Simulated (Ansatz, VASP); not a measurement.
# Two plane-wave programs on RbBr

The input INCAR:

```
SYSTEM = RbBr
ALGO = Normal
EDIFF = 1E-6
EDIFFG = -0.002
ENCUT = 600
GGA = PS
IBRION = 2
ISIF = 3
ISMEAR = -1
LASPH = .True.
LCHARG = .False.
LREAL = .False.
LWAVE = .False.
NELM = 80
NSW = 100
PREC = Accurate
SIGMA = 0.08
```

File KPOINTS:

```
k-points
0
Gamma
  8 8 8
  0 0 0
```

POSCAR

```
RbBr
1.0
    0.0000000000      3.4270000000      3.4270000000
    3.4270000000      0.0000000000      3.4270000000
    3.4270000000      3.4270000000      0.0000000000
Rb Br
1 1
Direct
    0.0000000000      0.0000000000      0.0000000000
    0.5000000000      0.5000000000      0.5000000000
```

Input for Ansatz:

```yaml
crystal:
  lattice:
    - [0.0, 3.427, 3.427]
    - [3.427, 0.0, 3.427]
    - [3.427, 3.427, 0.0]
  atoms:
    - { symbol: Rb, position: [0.0, 0.0, 0.0] }
    - { symbol: Br, position: [0.5, 0.5, 0.5] }
kpoints:
  mp_grid: { grid: [8, 8, 8] }
scf:
  occupations: { method: fermi_dirac, width: 0.08 }
hamiltonian:
  xc: pbesol
  pseudopotentials: { kind: paw }
relax:
  f_tol: 0.002
  max_steps: 80
  cell: {}
output:
  forces: true
  stress: true
```

Alike in both runs: task relaxation of cell and atoms; functional PBEsol; k mesh 8 × 8 × 8; occupations fermi-dirac, width 0.08 eV; no spin polarisation.

```csv
,VASP,Ansatz
version,VASP 6.6.1,Ansatz 0.2.0
potentials or method,"VASP PAW PBE potentials, release 64 (Rb_sv, Br)","PAW with Ansatz's default frozen-core files, scalar-relativistic"
plane-wave cutoff (eV),600,420
valence electrons in the cell,16,16
```

```tsv
	VASP	Ansatz	Ansatz less VASP
relaxed volume (Å³/atom)	40.18	40.17	-0.008
relaxed cell length with the largest relative difference (Å)	4.844	4.844	-0.0003
```

VASP's potentials were made for PBE, not for PBEsol.
